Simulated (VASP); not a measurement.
Input of a VASP 6.6.1 run:

Contents of INCAR:

```
PREC     = Accurate       # precision mode
ENCUT    = 520            # plane-wave cutoff, eV
EDIFF    = 1E-6           # SCF threshold, eV
ISMEAR   = 0              # smearing method
SIGMA    = 0.15           # smearing width, eV
LREAL    = F              # projectors in reciprocal space
LASPH    = T              # aspherical terms in the spheres
NELM     = 60             # most SCF steps
ALGO     = Fast           # electronic algorithm
ISIF     = 2              # what is computed and relaxed
LWAVE    = F              # write WAVECAR
LCHARG   = F              # write CHGCAR
NBANDS   = 11             # bands
```

KPOINTS

```
regular mesh
0
Gamma
  20 20 20
```

POSCAR

```
Pt
1.0
    0.0000000000      1.9468328700      1.8105545691
    1.7326812543      0.0000000000      1.8105545691
    1.7326812543      1.9468328700      0.0000000000
Pt
1
Direct
    0.0000000000      0.0000000000      0.0000000000
```

Potentials or basis: VASP PAW LDA potentials, release 64 (Pt).

The run is started by

```bash
$ cat potpaw_LDA.64/Pt/POTCAR > POTCAR
$ mpirun -np 1 vasp_std > vasp.out
```

Question: Estimate the pressure.

Answer: 99.5 GPa.

Question: Estimate the band gap on the k mesh.

Answer: Zero (bands 5 and 6 overlap by 3.92 eV).

Stress tensor (GPa, compression positive):
```
109.40   0.00   0.00
  0.00  82.02   0.00
  0.00   0.00 107.16
```

Caveat: the cell differs from its parent crystal (normal strain along x -0.1100, normal strain along z -0.0700); the cell stands under pressure; spin-orbit coupling is left out, which moves the levels of the heavy elements.
